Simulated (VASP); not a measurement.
# MgSe (Fm-3m) in VASP: a series of runs

Aim: see how the results for MgSe move with the level of theory and the settings. Levels: PBEsol, LDA, HSE06. Tasks: relaxation of cell and atoms, single point.

Program: VASP 6.6.1. These are calculated values, not measurements. Logs are shortened: lines on timing, memory, paths and dates and some standing lists are left out, and cuts for length are marked.

### 1 The cell of the first run

The structure is cubic, space group Fm-3m (No. 225). Conventional cell: a = 5.509 Å, b = 5.509 Å, c = 5.509 Å, α = 90.00°, β = 90.00°, γ = 90.00°. Within 3.6 Å of Mg (site symmetry m-3m) lie 6 Se at 2.75 Å. Se (site symmetry m-3m) has 6 Mg at 2.75 Å within 3.6 Å.

### 2 Relaxation of cell and atoms, PBEsol

INCAR

```
SYSTEM = MgSe
PREC = Accurate
ENCUT = 600
EDIFF = 1E-7
ISMEAR = -1
SIGMA = 0.02
LREAL = .FALSE.
LASPH = .TRUE.
NELM = 120
ALGO = Normal
ISIF = 3
LWAVE = .FALSE.
LCHARG = .FALSE.
GGA = PS
IBRION = 2
NSW = 80
EDIFFG = -0.005
GGA_COMPAT = .FALSE.
NELMIN = 4
```

KPOINTS

```
Automatic mesh
0
G
  8 8 8
  0 0 0
```

POSCAR

```
MgSe
1.0
    0.0000000000      2.7544736808      2.7544736808
    2.7544736808      0.0000000000      2.7544736808
    2.7544736808      2.7544736808      0.0000000000
Mg Se
1 1
Direct
    0.0000000000      0.0000000000      0.0000000000
    0.5000000000      0.5000000000      0.5000000000
```

Potentials or basis: VASP PAW PBE potentials, release 64 (Mg, Se).

Run with:

```console
> cat potpaw_PBE.64/Mg/POTCAR potpaw_PBE.64/Se/POTCAR > POTCAR
> mpirun -np 1 vasp_std > vasp.out
```

OUTCAR:

```text
SYSTEM = MgSe
   PREC = Accurate
   ENCUT = 600
   EDIFF = 1E-7
   ISMEAR = -1
   LREAL = .FALSE.
   LASPH = .TRUE.
   NELM = 120
   ISIF = 3
   GGA = PS
   IBRION = 2
   NSW = 80
   EDIFFG = -0.005
   NELMIN = 4

 ion  position               nearest neighbor table
   1  0.000  0.000  0.000-   2 2.75   2 2.75   2 2.75   2 2.75   2 2.75   2 2.75
   2  0.500  0.500  0.500-   1 2.75   1 2.75   1 2.75   1 2.75   1 2.75   1 2.75

  LATTYP: Found a face centered cubic cell.
 ALAT       =     5.5089473616

  Lattice vectors:

 A1 = (   0.0000000000,   2.7544736808,   2.7544736808)
 A2 = (   2.7544736808,   0.0000000000,   2.7544736808)
 A3 = (   2.7544736808,   2.7544736808,   0.0000000000)

Analysis of symmetry for initial positions (statically):
=====================================================================
 Subroutine PRICEL returns:
 Original cell was already a primitive cell.

 Routine SETGRP: Setting up the symmetry group for a
 face centered cubic supercell.

 Subroutine GETGRP returns: Found 48 space group operations
 (whereof 48 operations were pure point group operations)
 out of a pool of 48 trial point group operations.

The static configuration has the point symmetry O_h .

Analysis of symmetry for dynamics (positions and initial velocities):
=====================================================================
 Subroutine PRICEL returns:
 Original cell was already a primitive cell.

 Routine SETGRP: Setting up the symmetry group for a
 face centered cubic supercell.

 Subroutine GETGRP returns: Found 48 space group operations
 (whereof 48 operations were pure point group operations)
 out of a pool of 48 trial point group operations.

The dynamic configuration has the point symmetry O_h .

 Subroutine INISYM returns: Found 48 space group operations
 (whereof 48 operations are pure point group operations),
 and found     1 'primitive' translations

----------------------------------------------------------------------------------------

                                     Primitive cell

  volume of cell :      41.7971

  direct lattice vectors                    reciprocal lattice vectors
     0.000000000  2.754473681  2.754473681    -0.181522882  0.181522882  0.181522882
     2.754473681  0.000000000  2.754473681     0.181522882 -0.181522882  0.181522882
     2.754473681  2.754473681  0.000000000     0.181522882  0.181522882 -0.181522882

  length of vectors
[... 90 lines left out ...]
   POTIM  = 0.5000    time-step for ionic-motion
   TEBEG  =    0.0;   TEEND  =   0.0 temperature during run
   PSTRESS=    0.0 pullay stress
   NELECT =       8.0000    total number of electrons
   NUPDOWN=      -1.0000    fix difference up-down
   EMIN   =  10.00;   EMAX   =-10.00  energy-range for DOS
   EFERMI =   0.00;   METHOD = LEGACY
   ISMEAR =    -1;   SIGMA  =   0.02  broadening in eV -4-tet -1-fermi 0-gaus
   EFERMI_NEDOS =   21; number of points for ismear=-14 and -15
   IALGO  =     38    algorithm
   IMIX   =      4    mixing-type and parameters
     AMIX     =   0.40;   BMIX     =  1.00
     AMIX_MAG =   1.60;   BMIX_MAG =  1.00
  volume/ion in A,a.u.               =      20.90       141.03
  Fermi-wavevector in a.u.,A,eV,Ry     =   0.943459  1.782878 12.110739  0.890114
  Thomas-Fermi vector in A             =   2.071168
   LORBIT       =      0    0 simple, 1 ext, 2 COOP (PROOUT), +10 PAW based schemes
   GGA     = PS    functional components
   LHFCALC =     F    Hartree Fock is set to
   AEXX    =    0.0000 exact exchange contribution
   IVDW    =     0    specifies the selected vdW correction
   LEPSILON=     F    determine dielectric tensor
   LRPA    =     F    only Hartree local field effects (RPA)
 conjugate gradient relaxation of ions
 non-spin polarized calculation
  energy-cutoff  :      600.00
  volume of cell :       41.80
 maximum number of plane-waves:      1411
   NGX = 15   NGY = 15   NGZ = 15

--------------------------------------- Ionic step        1  -------------------------------------------

 number of electron       8.0000001 magnetization

 Free energy of the ion-electron system (eV)
  ---------------------------------------------------
  ext. energy  EPLUGINS =         0.00000000
  ---------------------------------------------------
  free energy    TOTEN  =        -8.09727453 eV

  energy without entropy =       -8.09727453  energy(sigma->0) =       -8.09727453

------------------------ aborting loop because EDIFF is reached ----------------------------------------

  FORCE on cell =-STRESS in cart. coord.  units (eV):
  Direction    XX          YY          ZZ          XY          YZ          ZX
  --------------------------------------------------------------------------------------
  -------------------------------------------------------------------------------------
  Total       -0.5296552     -0.5296552     -0.5296552      0.0000000      0.0000000      0.0000000
  in kB      -20.3028935    -20.3028935    -20.3028935      0.0000000      0.0000000      0.0000000
  external PRESSURE =     -20.3028935 kB  Pullay stress =       0.0000000 kB
[... 59 lines left out ...]
--------------------------------------- Ionic step        3  -------------------------------------------

 number of electron       8.0000000 magnetization

 Free energy of the ion-electron system (eV)
  ---------------------------------------------------
  ext. energy  EPLUGINS =         0.00000000
  ---------------------------------------------------
  free energy    TOTEN  =        -8.10620707 eV

  energy without entropy =       -8.10620707  energy(sigma->0) =       -8.10620707

 E-fermi :   3.5606     XC(G=0):  -9.6265

 val. band max:        3.1573038423   @ k =   0.0000   0.0000   0.0000
 cond. band min:       4.9216959046   @ k =   0.5000   0.5000   0.0000
 fundamental gap:      1.7643920623
 Fermi energy:         3.5605839417

 k-point     1 :       0.0000    0.0000    0.0000
  band No.  band energies     occupation
      1      -9.8231      2.00000
      2       3.1573      2.00000
      3       3.1573      2.00000
      4       3.1573      2.00000
      5       5.6682      0.00000
      6      10.4889      0.00000
      7      10.4889      0.00000
      8      10.4889      0.00000
[... 243 lines left out ...]
 k-point    24 :      -0.3750    0.2500    0.1250
  band No.  band energies     occupation
      1      -8.5185      2.00000
      2      -1.3256      2.00000
      3       0.8903      2.00000
      4       1.9223      2.00000
      5       7.8623      0.00000
      6       8.4880      0.00000
      7      10.8684      0.00000
      8      12.1640      0.00000

 [... further k-points ...]
[... 5 lines left out ...]
  --------------------------------------------------------------------------------------
  -------------------------------------------------------------------------------------
  Total        0.0005280      0.0005280      0.0005280     -0.0000000      0.0000000     -0.0000000
  in kB        0.0209263      0.0209263      0.0209263     -0.0000000      0.0000000     -0.0000000
  external PRESSURE =       0.0209263 kB  Pullay stress =       0.0000000 kB
[... 17 lines left out ...]
  FREE ENERGIE OF THE ION-ELECTRON SYSTEM (eV)
  ---------------------------------------------------
  free  energy   TOTEN  =        -8.1062070681 eV

  energy  without entropy=       -8.1062070681  energy(sigma->0) =       -8.10620707

 reached required accuracy - stopping structural energy minimisation
```

OSZICAR:

```text
N       E                     dE             d eps       ncg     rms          rms(c)
DAV:   1     0.268159741525E+02    0.26816E+02   -0.37146E+03   464   0.889E+02
DAV:   2    -0.710430300185E+01   -0.33920E+02   -0.33097E+02   576   0.103E+02
DAV:   3    -0.840508166919E+01   -0.13008E+01   -0.13008E+01   576   0.278E+01
[... 22 lines left out ...]
DAV:   2    -0.810630405009E+01    0.61814E-03   -0.14795E-03   480   0.205E-01    0.482E-02
DAV:   3    -0.810621038824E+01    0.93662E-04   -0.48763E-04   520   0.115E-01    0.266E-02
DAV:   4    -0.810620815031E+01    0.22379E-05   -0.46072E-06   504   0.174E-02    0.154E-02
DAV:   5    -0.810620701549E+01    0.11348E-05   -0.12901E-06   504   0.854E-03    0.282E-03
DAV:   6    -0.810620706809E+01   -0.52596E-07   -0.10769E-08   272   0.105E-03
   3 F= -.81062071E+01 E0= -.81062071E+01  d E =-.893254E-02
```

It used 65 s of CPU time on 1 thread of Intel Xeon 8259CL, on a shared host.

Results:

| Quantity | Value |
| --- | --- |
| Free energy | -8.1062 eV |
| Relaxed volume | 20.21 Å³/atom |
| Relaxed cell | a = 3.852 Å, b = 3.852 Å, c = 3.852 Å, α = 60.00°, β = 60.00°, γ = 60.00° |
| Space group after relaxing (to 0.1 Å) | Fm-3m (No. 225) |
| Energy gained by relaxing | 4.5 meV/atom |
| Ionic steps | 3 |
| Pressure after relaxing | 0.0 GPa |
| Band gap on the k mesh | 1.76 eV (least direct gap 2.51 eV) |

Step by step:
```
step  energy change (eV)  largest force (eV/Å)  pressure (GPa)  volume (Å³)
   1              0.0000                0.0000           -2.03        41.80
   2             -0.0087                0.0000            0.35        40.22
   3             -0.0089                0.0000            0.00        40.43
```

Final structure:
```yaml
crystal:
  lattice:
    - [0.00000, 2.72405, 2.72405]
    - [2.72405, 0.00000, 2.72405]
    - [2.72405, 2.72405, 0.00000]
  atoms:
    - { symbol: Mg, position: [0.00000, 0.00000, 0.00000] }
    - { symbol: Se, position: [0.50000, 0.50000, 0.50000] }
```

Caveat: the PAW data sets were made with another functional, which shifts forces and pressure a little. A hybrid or GW would open this gap; PBEsol tends to underestimate it.

(Continued in part 2 of 2.)
